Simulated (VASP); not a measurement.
# Pt (I4/mmm) in VASP: a series of runs

Pt is run at these levels: PBE; tasks: single point.

All numbers are computed with VASP 6.6.1; they aren't measurements. Logs are shortened: lines on timing, memory, paths and dates and some standing lists are left out, and cuts for length are marked.

## (1) The cell of the first run

It takes space group I4/mmm (No. 139, tetragonal). Conventional cell: a = 2.977 Å, b = 2.977 Å, c = 3.916 Å, α = 90.00°, β = 90.00°, γ = 90.00°. Within 4.0 Å of Pt (site symmetry 4/mmm) lie 14 Pt at 2.87 to 3.92 Å.

## (2) Single point, PBE (strain +0.0750 x Voigt [1, 1, 0, 0, 0, 0])

INCAR

```
  PREC = Accurate
  ENCUT = 520
  EDIFF = 1E-6
  ISMEAR = 0
  SIGMA = 0.15
  LREAL = F
  LASPH = T
  NELM = 80
  ALGO = Fast
  ISIF = 2
  LWAVE = F
  LCHARG = F
  GGA = PE
  NBANDS = 11
```

KPOINTS

```
regular mesh
0
Gamma
  20 20 20
```

POSCAR

```
Pt
1.0
    0.0000000000      2.1047425000      1.9579000000
    2.1047425000      0.0000000000      1.9579000000
    2.1047425000      2.1047425000      0.0000000000
Pt
1
Direct
    0.0000000000      0.0000000000      0.0000000000
```

Potentials or basis: VASP PAW PBE potentials, release 64 (Pt).

On the command line:

```console
cat potpaw_PBE.64/Pt/POTCAR > POTCAR
mpirun -np 1 vasp_std > vasp.out
```

OUTCAR:

```text
PREC = Accurate
   ENCUT = 520
   EDIFF = 1E-6
   ISMEAR = 0
   LREAL = F
   LASPH = T
   NELM = 80
   ISIF = 2
   GGA = PE

 ion  position               nearest neighbor table
   1  0.000  0.000  0.000-

  LATTYP: Found a body centered tetragonal cell.
 ALAT       =     2.9765553888
 C/A-ratio  =     1.3155474999

  Lattice vectors:

 A1 = (   0.0000000000,  -2.1047425000,  -1.9579000000)
 A2 = (   0.0000000000,   2.1047425000,  -1.9579000000)
 A3 = (   2.1047425000,   0.0000000000,   1.9579000000)

Analysis of symmetry for initial positions (statically):
=====================================================================
 Subroutine PRICEL returns:
 Original cell was already a primitive cell.

 Routine SETGRP: Setting up the symmetry group for a
 body centered tetragonal supercell.

 Subroutine GETGRP returns: Found 16 space group operations
 (whereof 16 operations were pure point group operations)
 out of a pool of 16 trial point group operations.

The static configuration has the point symmetry D_4h.

Analysis of symmetry for dynamics (positions and initial velocities):
=====================================================================
 Subroutine PRICEL returns:
 Original cell was already a primitive cell.

 Routine SETGRP: Setting up the symmetry group for a
 body centered tetragonal supercell.

 Subroutine GETGRP returns: Found 16 space group operations
 (whereof 16 operations were pure point group operations)
 out of a pool of 16 trial point group operations.

The dynamic configuration has the point symmetry D_4h.

 Subroutine INISYM returns: Found 16 space group operations
 (whereof 16 operations are pure point group operations),
 and found     1 'primitive' translations

----------------------------------------------------------------------------------------

                                     Primitive cell

  volume of cell :      17.3468

  direct lattice vectors                    reciprocal lattice vectors
     0.000000000  2.104742500  1.957900000    -0.237558751  0.237558751  0.255375658
     2.104742500  0.000000000  1.957900000     0.237558751 -0.237558751  0.255375658
     2.104742500  2.104742500  0.000000000     0.237558751  0.237558751 -0.255375658

  length of vectors
     2.874597955  2.874597955  2.976555389     0.422001241  0.422001241  0.422001241

  position of ions in fractional coordinates (direct lattice)
     0.000000000  0.000000000  0.000000000

  ion indices of the primitive-cell ions
   primitive index   ion index
                 1           1

----------------------------------------------------------------------------------------

 KPOINTS: regular mesh

Automatic generation of k-mesh.
 Grid dimensions read from file:
 generate k-points for:   20   20   20

 Generating k-lattice:

  Cartesian coordinates                     Fractional coordinates (reciprocal lattice)
    -0.011877938  0.011877938  0.012768783     0.050000000 -0.000000000  0.000000000
     0.011877938 -0.011877938  0.012768783    -0.000000000  0.050000000  0.000000000
     0.011877938  0.011877938 -0.012768783     0.000000000  0.000000000  0.050000000

  Length of vectors
     0.021100062  0.021100062  0.021100062

  Shift w.r.t. Gamma in fractional coordinates (k-lattice)
     0.000000000  0.000000000  0.000000000

 Subroutine IBZKPT returns following result:
 ===========================================

 Found    641 irreducible k-points:

 Following reciprocal coordinates:
            Coordinates               Weight
  0.000000  0.000000  0.000000      1.000000
  0.050000 -0.000000  0.000000      8.000000
  0.100000 -0.000000  0.000000      8.000000
  0.150000 -0.000000  0.000000      8.000000
  0.200000 -0.000000  0.000000      8.000000
  0.250000 -0.000000  0.000000      8.000000
[... 16 lines left out ...]
 -0.400000  0.050000  0.000000      8.000000
 -0.350000  0.050000  0.000000      8.000000
 [... further k-points ...]
   k-points           NKPTS =    641   k-points in BZ     NKDIM =    641   number of bands    NBANDS=     11
   number of dos      NEDOS =    301   number of ions     NIONS =      1
   total plane-waves  NPLWV =  13824
   dimension x,y,z NGX =    24 NGY =   24 NGZ =   24
   dimension x,y,z NGXF=    48 NGYF=   48 NGZF=   48
   ions per type =               1
   NGX,Y,Z   is equivalent  to a cutoff of  13.88, 13.88, 13.40 a.u.
   NGXF,Y,Z  is equivalent  to a cutoff of  27.76, 27.76, 26.81 a.u.
 SYSTEM =  unknown system
   PREC   = accura    normal or accurate (medium, high low for compatibility)
   ISTART =      0    job   : 0-new  1-cont  2-samecut
   ICHARG =      2    charge: 1-file 2-atom 10-const
   ISPIN  =      1    spin polarized calculation?
   LNONCOLLINEAR =      F non collinear calculations
   LSORBIT =      F    spin-orbit coupling
   LASPH  =      T    aspherical Exc in radial PAW
   ENCUT  =  520.0 eV  38.22 Ry    6.18 a.u.   5.34  5.34  5.53*2*pi/ulx,y,z
   NELM   =     80;   NELMIN=  2; NELMDL= -5     # of ELM steps
   EDIFF  = 0.1E-05   stopping-criterion for ELM
   LREAL  =      F    real-space projection
   EDIFFG = 0.1E-04   stopping-criterion for IOM
   NSW    =      0    number of steps for IOM
   IBRION =     -1    ionic relax: 0-MD 1-quasi-New 2-CG
   NFREE  =      0    steps in history (QN), initial steepest desc. (CG)
   ISIF   =      2    stress and relaxation
   ISYM   =      2    0-nonsym 1-usesym 2-fastsym
   POTIM  = 0.5000    time-step for ionic-motion
   TEBEG  =    0.0;   TEEND  =   0.0 temperature during run
   PSTRESS=    0.0 pullay stress
   NELECT =      10.0000    total number of electrons
   NUPDOWN=      -1.0000    fix difference up-down
   EMIN   =  10.00;   EMAX   =-10.00  energy-range for DOS
   EFERMI =   0.00;   METHOD = LEGACY
   ISMEAR =     0;   SIGMA  =   0.15  broadening in eV -4-tet -1-fermi 0-gaus
   EFERMI_NEDOS =   21; number of points for ismear=-14 and -15
   IALGO  =     68    algorithm
   IMIX   =      4    mixing-type and parameters
     AMIX     =   0.40;   BMIX     =  1.00
     AMIX_MAG =   1.60;   BMIX_MAG =  1.00
  volume/ion in A,a.u.               =      17.35       117.06
  Fermi-wavevector in a.u.,A,eV,Ry     =   1.362496  2.574745 25.257805  1.856396
  Thomas-Fermi vector in A             =   2.488981
   LORBIT       =      0    0 simple, 1 ext, 2 COOP (PROOUT), +10 PAW based schemes
   GGA     = PE    functional components
   LHFCALC =     F    Hartree Fock is set to
   AEXX    =    0.0000 exact exchange contribution
   IVDW    =     0    specifies the selected vdW correction
   LEPSILON=     F    determine dielectric tensor
   LRPA    =     F    only Hartree local field effects (RPA)
 non-spin polarized calculation
 RMM-DIIS sequential band-by-band and
 Gauss-broadening in eV      SIGMA  =   0.15
  energy-cutoff  :      520.00
  volume of cell :       17.35
 maximum number of plane-waves:       491
 NGX is ok and might be reduce to    24
   NGX = 11   NGY = 11   NGZ = 11

 number of electron      10.0000001 magnetization

 Free energy of the ion-electron system (eV)
  ---------------------------------------------------
  ext. energy  EPLUGINS =         0.00000000
  ---------------------------------------------------
  free energy    TOTEN  =        -5.98530426 eV

  energy without entropy =       -5.96157622  energy(sigma->0) =       -5.97344024

 E-fermi :   8.7500     XC(G=0): -12.6602

 val. band max:        8.7492279811   @ k =  -0.4000   0.0500   0.4000
 cond. band min:       8.7523251175   @ k =   0.4500  -0.0000   0.2000
 fundamental gap:      0.0030971363
 Fermi energy:         8.7499722254

 k-point     1 :       0.0000    0.0000    0.0000
  band No.  band energies     occupation
      1       0.0378      2.00000
      2       5.5616      2.00000
      3       5.5616      2.00000
      4       6.2262      2.00000
      5       7.0707      2.00000
      6       7.8036      2.00000
      7      23.7714      0.00000
      8      27.4071      0.00000
      9      27.4071      0.00000
     10      28.8683      0.00000
     11      32.8442      0.00000

 k-point     2 :       0.0500   -0.0000    0.0000
  band No.  band energies     occupation
      1       0.1262      2.00000
      2       5.5556      2.00000
      3       5.5941      2.00000
      4       6.2288      2.00000
      5       7.0624      2.00000
      6       7.7798      2.00000
      7      23.8909      0.00000
      8      27.1087      0.00000
      9      27.5264      0.00000
     10      28.7114      0.00000
     11      33.3952      0.00000

 k-point     3 :       0.1000   -0.0000    0.0000
  band No.  band energies     occupation
      1       0.3861      2.00000
      2       5.5262      2.00000
      3       5.6781      2.00000
      4       6.2519      2.00000
      5       7.0526      2.00000
      6       7.7192      2.00000
      7      24.2079      0.00000
      8      26.1075      0.00000
      9      27.8734      0.00000
     10      28.8200      0.00000
     11      33.5360      0.00000

 k-point     4 :       0.1500   -0.0000    0.0000
  band No.  band energies     occupation
      1       0.7986      2.00000
      2       5.4680      2.00000
      3       5.7695      2.00000
      4       6.3107      2.00000
      5       7.0891      2.00000
      6       7.6542      2.00000
      7      24.3734      0.00000
      8      24.9480      0.00000
      9      28.4120      0.00000
     10      29.2685      0.00000
     11      32.1240      0.00000
[... 239 lines left out ...]
 k-point    22 :      -0.4500    0.0500    0.0000
  band No.  band energies     occupation
      1       2.8697      2.00000
      2       5.4537      2.00000
      3       6.0113      2.00000
      4       7.9006      2.00000
      5       8.8473      0.35885
      6       9.3833      0.00000
      7      14.0143      0.00000
      8      23.2566      0.00000
      9      26.1432      0.00000
     10      27.2368      0.00000
     11      34.2037      0.00000

 k-point    23 :      -0.4000    0.0500    0.0000
  band No.  band energies     occupation
      1       2.8471      2.00000
      2       5.5009      2.00000
      3       6.0567      2.00000
      4       7.4028      2.00000
      5       8.5814      1.88795
      6       8.8908      0.18416
      7      15.3268      0.00000
      8      23.4819      0.00000
      9      26.8385      0.00000
     10      27.3427      0.00000
     11      33.8282      0.00000

 k-point    24 :      -0.3500    0.0500    0.0000
  band No.  band energies     occupation
      1       2.7589      2.00000
      2       5.5851      2.00000
      3       6.1378      2.00000
      4       6.5906      2.00000
      5       8.2089      2.00000
      6       8.5554      1.93344
      7      17.0422      0.00000
      8      23.8779      0.00000
      9      27.6672      0.00000
     10      27.8829      0.00000
     11      32.8306      0.00000

 [... further k-points ...]

------------------------ aborting loop because EDIFF is reached ----------------------------------------

  FORCE on cell =-STRESS in cart. coord.  units (eV):
  Direction    XX          YY          ZZ          XY          YZ          ZX
  --------------------------------------------------------------------------------------
  -------------------------------------------------------------------------------------
  Total       -2.1676085     -2.1676085     -1.8872533      0.0000000      0.0000000      0.0000000
  in kB     -200.2041038   -200.2041038   -174.3100164      0.0000000      0.0000000      0.0000000
  external PRESSURE =    -191.5727413 kB  Pullay stress =       0.0000000 kB

 VOLUME and BASIS-vectors are now :
 -----------------------------------------------------------------------------
  energy-cutoff  :      520.00
  volume of cell :       17.35
      direct lattice vectors                 reciprocal lattice vectors
     0.000000000  2.104742500  1.957900000    -0.237558751  0.237558751  0.255375658
     2.104742500  0.000000000  1.957900000     0.237558751 -0.237558751  0.255375658
     2.104742500  2.104742500  0.000000000     0.237558751  0.237558751 -0.255375658

 POSITION                                       TOTAL-FORCE (eV/Angst)
 -----------------------------------------------------------------------------------
      0.00000      0.00000      0.00000         0.000000     -0.000000      0.000000
 -----------------------------------------------------------------------------------
    total drift:                               -0.000000      0.000000      0.000000

  FREE ENERGIE OF THE ION-ELECTRON SYSTEM (eV)
  ---------------------------------------------------
  free  energy   TOTEN  =        -5.9853042583 eV

  energy  without entropy=       -5.9615762194  energy(sigma->0) =       -5.97344024
```

Wall time 53 s (1 thread of Intel Xeon Platinum 8488C (Sapphire Rapids), shared host); peak memory 0.25 GiB.

Results:

```yaml
Free_energy: -5.9853 eV
Pressure: -19.2 GPa
Band_gap_on_the_k_mesh: zero (bands 5 and 6 overlap by 1.97 eV)
```

Caveat: the cell differs from its parent crystal (strain +0.0750 x Voigt [1, 1, 0, 0, 0, 0]); the cell stands under tension; spin-orbit coupling is left out, which moves the levels of the heavy elements.

## (3) Single point, PBE (strain +0.0875 x Voigt [1, 1, 0, 0, 0, 0])

INCAR

```
SYSTEM = Pt
PREC = Accurate
ENCUT = 520
EDIFF = 1E-6
ISMEAR = 0
SIGMA = 0.15
LREAL = .False.
LASPH = .True.
NELM = 100
ALGO = Fast
ISIF = 2
LWAVE = .False.
LCHARG = .False.
GGA = PE
NBANDS = 11
```

KPOINTS

```
regular mesh
0
Gamma
  20 20 20
  0 0 0
```

POSCAR

```
Pt
1.0
    0.0000000000      2.1292162500      1.9579000000
    2.1292162500      0.0000000000      1.9579000000
    2.1292162500      2.1292162500      0.0000000000
Pt
1
Direct
    0.0000000000      0.0000000000      0.0000000000
```

Potentials or basis: VASP PAW PBE potentials, release 64 (Pt).

On the command line:

```console
cat potpaw_PBE.64/Pt/POTCAR > POTCAR
mpirun -np 1 vasp_std > vasp.out
```

Wall time 51 s (1 thread of Intel Xeon Platinum 8488C (Sapphire Rapids), shared host); peak memory 0.24 GiB.

The run converged. Its results:

* Free energy: -5.9312 eV
* Pressure: -21.9 GPa
* Band gap on the k mesh: zero (bands 5 and 6 overlap by 1.96 eV)

Stress tensor (GPa, compression positive):
```
-22.74   0.00   0.00
  0.00 -22.74   0.00
  0.00   0.00 -20.21
```

Levels at points of the mesh, in eV from the Fermi level:
```
           k point  band 2  band 3  band 4  band 5  band 6  band 7  band 8  band 9
(0.00, 0.00, 0.00)   -3.09   -3.09   -2.35   -1.67   -0.86   15.08   18.52   18.52
(0.50, 0.00, 0.00)   -3.28   -2.51   -0.17    0.22    0.23    4.77   14.29   16.98
(0.50, 0.50, 0.00)   -5.06    0.00    0.39    0.39    3.14    8.54    9.95    9.95
(0.50, 0.00, 0.50)   -5.03   -0.05    0.07    0.60    1.68    6.71   11.29   11.56
```

Caveat: the cell differs from its parent crystal (strain +0.0875 x Voigt [1, 1, 0, 0, 0, 0]); the cell stands under tension; spin-orbit coupling is left out, which moves the levels of the heavy elements.

## (4) Single point, PBE (strain +0.1000 x Voigt [1, 1, 0, 0, 0, 0])

INCAR

```
SYSTEM = Pt
PREC = Accurate
ENCUT = 520
EDIFF = 1E-6
ISMEAR = 0
SIGMA = 0.15
LREAL = .FALSE.
LASPH = .TRUE.
NELM = 100
ALGO = Normal
ISIF = 2
LWAVE = .FALSE.
LCHARG = .FALSE.
GGA = PE
NBANDS = 11
```

KPOINTS

```
Automatic mesh
0
G
  20 20 20
  0 0 0
```

POSCAR

```
Pt
1.0
    0.0000000000      2.1536900000      1.9579000000
    2.1536900000      0.0000000000      1.9579000000
    2.1536900000      2.1536900000      0.0000000000
Pt
1
Direct
    0.0000000000      0.0000000000      0.0000000000
```

Potentials or basis: VASP PAW PBE potentials, release 64 (Pt).

On the command line:

```console
cat potpaw_PBE.64/Pt/POTCAR > POTCAR
mpirun -np 1 vasp_std > vasp.out
```

OUTCAR:

```text
SYSTEM = Pt
   PREC = Accurate
   ENCUT = 520
   EDIFF = 1E-6
   ISMEAR = 0
   LREAL = .FALSE.
   LASPH = .TRUE.
   NELM = 100
   ISIF = 2
   GGA = PE

 ion  position               nearest neighbor table
   1  0.000  0.000  0.000-

  LATTYP: Found a body centered tetragonal cell.
 ALAT       =     3.0457776071
 C/A-ratio  =     1.2856486931

  Lattice vectors:

 A1 = (   0.0000000000,  -2.1536900000,  -1.9579000000)
 A2 = (   0.0000000000,   2.1536900000,  -1.9579000000)
[... 517 lines left out ...]

 [... further k-points ...]

------------------------ aborting loop because EDIFF is reached ----------------------------------------

  FORCE on cell =-STRESS in cart. coord.  units (eV):
  Direction    XX          YY          ZZ          XY          YZ          ZX
  --------------------------------------------------------------------------------------
  -------------------------------------------------------------------------------------
  Total       -2.8412546     -2.8412546     -2.5626936      0.0000000      0.0000000     -0.0000000
  in kB     -250.6304611   -250.6304611   -226.0582596      0.0000000      0.0000000     -0.0000000
  external PRESSURE =    -242.4397273 kB  Pullay stress =       0.0000000 kB

 VOLUME and BASIS-vectors are now :
 -----------------------------------------------------------------------------
  energy-cutoff  :      520.00
  volume of cell :       18.16
      direct lattice vectors                 reciprocal lattice vectors
     0.000000000  2.153690000  1.957900000    -0.232159689  0.232159689  0.255375658
     2.153690000  0.000000000  1.957900000     0.232159689 -0.232159689  0.255375658
     2.153690000  2.153690000  0.000000000     0.232159689  0.232159689 -0.255375658

 POSITION                                       TOTAL-FORCE (eV/Angst)
 -----------------------------------------------------------------------------------
      0.00000      0.00000      0.00000         0.000000      0.000000      0.000000
 -----------------------------------------------------------------------------------
    total drift:                               -0.000000      0.000000      0.000000

  FREE ENERGIE OF THE ION-ELECTRON SYSTEM (eV)
  ---------------------------------------------------
  free  energy   TOTEN  =        -5.8701419581 eV

  energy  without entropy=       -5.8458026741  energy(sigma->0) =       -5.85797232
```

OSZICAR:

```text
N       E                     dE             d eps       ncg     rms          rms(c)
DAV:   1     0.383126483342E+02    0.38313E+02   -0.51864E+03 14486   0.824E+02
DAV:   2    -0.564107756936E+01   -0.43954E+02   -0.41929E+02 15944   0.167E+02
DAV:   3    -0.624234689742E+01   -0.60127E+00   -0.59563E+00 16433   0.188E+01
DAV:   4    -0.624488404527E+01   -0.25371E-02   -0.25369E-02 16085   0.145E+00
DAV:   5    -0.624490833385E+01   -0.24289E-04   -0.24288E-04 16457   0.135E-01    0.748E+00
DAV:   6    -0.588937141891E+01    0.35554E+00   -0.10991E+00 14897   0.771E+00    0.402E+00
DAV:   7    -0.587185522271E+01    0.17516E-01   -0.70962E-02 16226   0.192E+00    0.213E+00
DAV:   8    -0.587024051072E+01    0.16147E-02   -0.19941E-03 15260   0.352E-01    0.386E-01
DAV:   9    -0.587014212789E+01    0.98383E-04   -0.60059E-05 15745   0.647E-02    0.606E-02
DAV:  10    -0.587014195806E+01    0.16983E-06   -0.43040E-06 16155   0.172E-02
   1 F= -.58701420E+01 E0= -.58579723E+01  d E =-.243393E-01
```

stdout:

```text
POSCAR found type information on POSCAR Pt
 POSCAR found :  1 types and       1 ions
 scaLAPACK will be used
 LDA part: xc-table for (Slater+PW92), standard interpolation
 POSCAR, INCAR and KPOINTS ok, starting setup
 FFT: planning ... GRIDC
 FFT: planning ... GRID_SOFT
 FFT: planning ... GRID
 WAVECAR not read
 entering main loop
```

Run time: 41 s. Hardware: 1 thread of Intel Xeon Platinum 8488C (Sapphire Rapids), shared host; peak memory 0.25 GiB.

Results:

```yaml
Free_energy: -5.8701 eV
Pressure: -24.2 GPa
Band_gap_on_the_k_mesh: zero (bands 5 and 6 overlap by 1.90 eV)
```

Stress tensor (GPa, compression positive):
```
-25.06   0.00   0.00
  0.00 -25.06   0.00
  0.00   0.00 -22.61
```

Caveat: the cell differs from its parent crystal (strain +0.1000 x Voigt [1, 1, 0, 0, 0, 0]); the cell stands under tension; spin-orbit coupling is left out, which moves the levels of the heavy elements.

## (5) The runs side by side

```tsv
cell	gap on the mesh (eV)	pressure (GPa)
a = 2.875, b = 2.875, c = 2.977 Å, angles 58.8, 58.8, 62.4°, 1 atom	none	-19.2
a = 2.893, b = 2.893, c = 3.011 Å, angles 58.6, 58.6, 62.7°, 1 atom	none	-21.9
a = 2.911, b = 2.911, c = 3.046 Å, angles 58.5, 58.5, 63.1°, 1 atom	none	-24.2
```

Alike in all rows: task single point; level PBE; potentials or basis VASP PAW PBE potentials, release 64 (Pt); no spin polarisation; k mesh 20 × 20 × 20; cutoff (eV) 520; smearing gaussian 0.15 eV.

Caveats: the cell stands under tension; spin-orbit coupling is left out, which moves the levels of the heavy elements.

Total energies depend on the potentials used, so only differences within one code and one set of settings carry meaning.
